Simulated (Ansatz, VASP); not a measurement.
# Pb: VASP beside Ansatz

```xyz
1
Lattice="3.2733 0.0000 0.0000 0.0000 3.2733 0.0000 0.0000 0.0000 3.2733" Properties=species:S:1:pos:R:3 pbc="T T T"
Pb    0.0000    0.0000    0.0000
```

Alike in both runs: functional PBE; k mesh 13 × 13 × 13; occupations fermi-dirac, width 0.05 eV; no spin polarisation.

Ansatz relaxed the structure, and its values are those at the end. VASP's run is a single point on that final structure, the one shown.

|  | VASP | Ansatz |
| --- | --- | --- |
| version | VASP 6.6.1 | Ansatz 0.2.0 |
| potentials or method | VASP PAW PBE potentials, release 64 (Pb_d), cutoff 520 eV | all-electron LAPW, non-relativistic |

```csv
,VASP,Ansatz,Ansatz less VASP
pressure (GPa),-0.7,0.0,+0.72
```

Ansatz ran all-electron here, and VASP with PAW potentials.

Neither program's run includes spin-orbit coupling.
